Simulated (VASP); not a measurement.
# SnO (Cmc2_1) in VASP: single point with PBE

Aim: the single point of SnO with PBE.

All numbers are computed with VASP 6.6.1; they aren't measurements. Logs are shortened: lines on timing, memory, paths and dates and some standing lists are left out, and cuts for length are marked.

## 1. The cell of the first run

The typed cell holds 8 atoms: a = 3.799 Å, b = 3.799 Å, c = 11.120 Å, α = 90.00°, β = 90.00°, γ = 97.68°.

## 2. Single point, PBE

File INCAR:

```
SYSTEM = SnO
ALGO = Normal ; EDIFF = 1E-6
ENCUT = 520 ; GGA = PE
ISIF = 2 ; ISMEAR = -1
LASPH = .TRUE. ; LCHARG = .FALSE.
LREAL = .FALSE. ; LWAVE = .FALSE.
NBANDS = 50 ; NELM = 60
PREC = Accurate ; SIGMA = 0.02
```

File KPOINTS:

```
k-points
0
G
  5 5 2
  0 0 0
```

File POSCAR:

```
SnO
1.0
    2.5000000000     -2.8600000000      0.0000000000
    2.5000000000      2.8600000000      0.0000000000
    0.0000000000      0.0000000000     11.1200000000
Sn O
4 4
Direct
    0.0003428597     -0.0003428597     -0.0141992363
   -0.0003428597      0.0003428597      0.4858007637
    0.4993878555      0.5006121445      0.2711873318
    0.5006121445      0.4993878555      0.7711873318
    0.9995427657      0.5002350979      0.3785059523
    0.0004572343      0.4997649021      0.8785059523
    0.4997649021      0.0004572343      0.3785059523
    0.5002350979      0.9995427657      0.8785059523
```

Potentials or basis: VASP PAW PBE potentials, release 64 (Sn_d, O).

Started as:

```sh
$ cat potpaw_PBE.64/Sn_d/POTCAR potpaw_PBE.64/O/POTCAR > POTCAR
$ mpirun -np 1 vasp_std > vasp.out
```

OUTCAR:

```text
SYSTEM = SnO
   EDIFF = 1E-6
   ENCUT = 520
   GGA = PE
   ISIF = 2
   ISMEAR = -1
   LASPH = .TRUE.
   LREAL = .FALSE.
   NELM = 60
   PREC = Accurate

 ion  position               nearest neighbor table
   1  0.000  1.000  0.986-   6 2.24   8 2.24   6 2.24   8 2.24   4 3.46   4 3.46   4 3.72   4 3.73

   2  1.000  0.000  0.486-   5 2.24   7 2.24   7 2.24   5 2.24   3 3.46   3 3.46   3 3.72   3 3.73

   3  0.499  0.501  0.271-   5 2.24   7 2.24   5 2.24   7 2.24   2 3.46   2 3.46   2 3.72   2 3.73

   4  0.501  0.499  0.771-   6 2.24   8 2.24   8 2.24   6 2.24   1 3.46   1 3.46   1 3.72   1 3.73

   5  1.000  0.500  0.379-   3 2.24   2 2.24   2 2.24   3 2.24
   6  0.000  0.500  0.879-   4 2.24   1 2.24   1 2.24   4 2.24
   7  0.500  0.000  0.379-   3 2.24   2 2.24   2 2.24   3 2.24
   8  0.500  1.000  0.879-   4 2.24   1 2.24   1 2.24   4 2.24

  LATTYP: Found a base centered orthorhombic cell.
 ALAT       =     5.0000000000
 B/A-ratio  =     1.1440000000
 C/A-ratio  =     2.2240000000

  Lattice vectors:

 A1 = (   2.5000000000,  -2.8600000000,   0.0000000000)
 A2 = (   2.5000000000,   2.8600000000,   0.0000000000)
 A3 = (   0.0000000000,   0.0000000000,  11.1200000000)

Analysis of symmetry for initial positions (statically):
=====================================================================
 Subroutine PRICEL returns:
 Original cell was already a primitive cell.

 Routine SETGRP: Setting up the symmetry group for a
 base centered orthorhombic supercell.

 Subroutine GETGRP returns: Found  4 space group operations
 (whereof  2 operations were pure point group operations)
 out of a pool of  8 trial point group operations.

The static configuration has the point symmetry C_1h.
 The point group associated with its full space group is C_2v.

Analysis of symmetry for dynamics (positions and initial velocities):
=====================================================================
 Subroutine PRICEL returns:
 Original cell was already a primitive cell.

 Routine SETGRP: Setting up the symmetry group for a
 base centered orthorhombic supercell.

 Subroutine GETGRP returns: Found  4 space group operations
[... 106 lines left out ...]
   LASPH  =      T    aspherical Exc in radial PAW
   ENCUT  =  520.0 eV  38.22 Ry    6.18 a.u.   7.06  7.06 20.68*2*pi/ulx,y,z
   NELM   =     60;   NELMIN=  2; NELMDL= -5     # of ELM steps
   EDIFF  = 0.1E-05   stopping-criterion for ELM
   LREAL  =      F    real-space projection
   EDIFFG = 0.1E-04   stopping-criterion for IOM
   NSW    =      0    number of steps for IOM
   IBRION =     -1    ionic relax: 0-MD 1-quasi-New 2-CG
   NFREE  =      0    steps in history (QN), initial steepest desc. (CG)
   ISIF   =      2    stress and relaxation
   ISYM   =      2    0-nonsym 1-usesym 2-fastsym
   POTIM  = 0.5000    time-step for ionic-motion
   TEBEG  =    0.0;   TEEND  =   0.0 temperature during run
   PSTRESS=    0.0 pullay stress
   NELECT =      80.0000    total number of electrons
   NUPDOWN=      -1.0000    fix difference up-down
   EMIN   =  10.00;   EMAX   =-10.00  energy-range for DOS
   EFERMI =   0.00;   METHOD = LEGACY
   ISMEAR =    -1;   SIGMA  =   0.02  broadening in eV -4-tet -1-fermi 0-gaus
   EFERMI_NEDOS =   21; number of points for ismear=-14 and -15
   IALGO  =     38    algorithm
   IMIX   =      4    mixing-type and parameters
     AMIX     =   0.40;   BMIX     =  1.00
     AMIX_MAG =   1.60;   BMIX_MAG =  1.00
  volume/ion in A,a.u.               =      19.88       134.14
  Fermi-wavevector in a.u.,A,eV,Ry     =   1.302041  2.460500 23.066092  1.695310
  Thomas-Fermi vector in A             =   2.433135
   LORBIT       =      0    0 simple, 1 ext, 2 COOP (PROOUT), +10 PAW based schemes
   GGA     = PE    functional components
   LHFCALC =     F    Hartree Fock is set to
   AEXX    =    0.0000 exact exchange contribution
   IVDW    =     0    specifies the selected vdW correction
   LEPSILON=     F    determine dielectric tensor
   LRPA    =     F    only Hartree local field effects (RPA)
 non-spin polarized calculation
  energy-cutoff  :      520.00
  volume of cell :      159.02
 maximum number of plane-waves:      4312
   NGX = 15   NGY = 15   NGZ = 41

 number of electron      80.0000013 magnetization

 Free energy of the ion-electron system (eV)
  ---------------------------------------------------
  ext. energy  EPLUGINS =         0.00000000
  ---------------------------------------------------
  free energy    TOTEN  =       -44.70059881 eV

  energy without entropy =      -44.70059881  energy(sigma->0) =      -44.70059881

 E-fermi :   6.1415     XC(G=0):  -9.5137

 val. band max:        5.6640663620   @ k =   0.0000   0.0000   0.0000
 cond. band min:       6.7640175030   @ k =   0.4000   0.4000   0.0000
 fundamental gap:      1.0999511409
 Fermi energy:         6.1414862316

 k-point     1 :       0.0000    0.0000    0.0000
  band No.  band energies     occupation
      1     -16.0404      2.00000
      2     -16.0373      2.00000
      3     -15.7090      2.00000
      4     -15.7003      2.00000
      5     -15.6970      2.00000
      6     -15.6960      2.00000
[... 943 lines left out ...]
     49      10.9076      0.00000
     50      10.9076      0.00000

------------------------ aborting loop because EDIFF is reached ----------------------------------------

  FORCE on cell =-STRESS in cart. coord.  units (eV):
  Direction    XX          YY          ZZ          XY          YZ          ZX
  --------------------------------------------------------------------------------------
  -------------------------------------------------------------------------------------
  Total       13.0820291     -5.9450439     -0.3456772      0.0000000      0.0000000      0.0000000
  in kB      131.8089401    -59.8997243     -3.4828956      0.0000000      0.0000000      0.0000000
  external PRESSURE =      22.8087734 kB  Pullay stress =       0.0000000 kB

 VOLUME and BASIS-vectors are now :
 -----------------------------------------------------------------------------
  energy-cutoff  :      520.00
  volume of cell :      159.02
      direct lattice vectors                 reciprocal lattice vectors
     2.500000000 -2.860000000  0.000000000     0.200000000 -0.174825175  0.000000000
     2.500000000  2.860000000  0.000000000     0.200000000  0.174825175  0.000000000
     0.000000000  0.000000000 11.120000000     0.000000000  0.000000000  0.089928058

 POSITION                                       TOTAL-FORCE (eV/Angst)
 -----------------------------------------------------------------------------------
      2.50000      2.85804     10.96210         0.000000      0.000879      0.093329
      2.50000     -2.85804      5.40210         0.000000     -0.000879      0.093329
      2.50000      0.00350      3.01560         0.000000     -0.004515     -0.090814
      2.50000     -0.00350      8.57560         0.000000      0.004515     -0.090814
      3.74944     -1.42802      4.20899         0.008456      0.002044     -0.001258
      1.25056      1.42802      9.76899        -0.008456     -0.002044     -0.001258
      1.25056     -1.42802      4.20899        -0.008456      0.002044     -0.001258
      3.74944      1.42802      9.76899         0.008456     -0.002044     -0.001258
 -----------------------------------------------------------------------------------
    total drift:                                0.000000      0.000000      0.001088

  FREE ENERGIE OF THE ION-ELECTRON SYSTEM (eV)
  ---------------------------------------------------
  free  energy   TOTEN  =       -44.7005988050 eV

  energy  without entropy=      -44.7005988050  energy(sigma->0) =      -44.70059881
```

stdout:

```text
POSCAR found type information on POSCAR SnO
 POSCAR found :  2 types and       8 ions
 scaLAPACK will be used
 LDA part: xc-table for (Slater+PW92), standard interpolation
 POSCAR, INCAR and KPOINTS ok, starting setup
 FFT: planning ... GRIDC
 FFT: planning ... GRID_SOFT
 FFT: planning ... GRID
 WAVECAR not read
 entering main loop
```

Run time: 1.9 min. Hardware: 1 thread of Intel Xeon Platinum 8375C at 2.90GHz (Ice Lake), shared host; peak memory 0.29 GiB.

What came out:

- Free energy: -44.7006 eV
- Pressure: 2.3 GPa
- Largest force: 0.093 eV/Å
- Band gap on the k mesh: 1.10 eV

Forces on the atoms (eV/Å):
```
Sn   0.000  0.001  0.093
Sn   0.000 -0.001  0.093
Sn   0.000 -0.005 -0.091
Sn   0.000  0.005 -0.091
O    0.008  0.002 -0.001
O   -0.008 -0.002 -0.001
O   -0.008  0.002 -0.001
O    0.008 -0.002 -0.001
```

Caveat: spin-orbit coupling is left out, which moves the levels of the heavy elements.
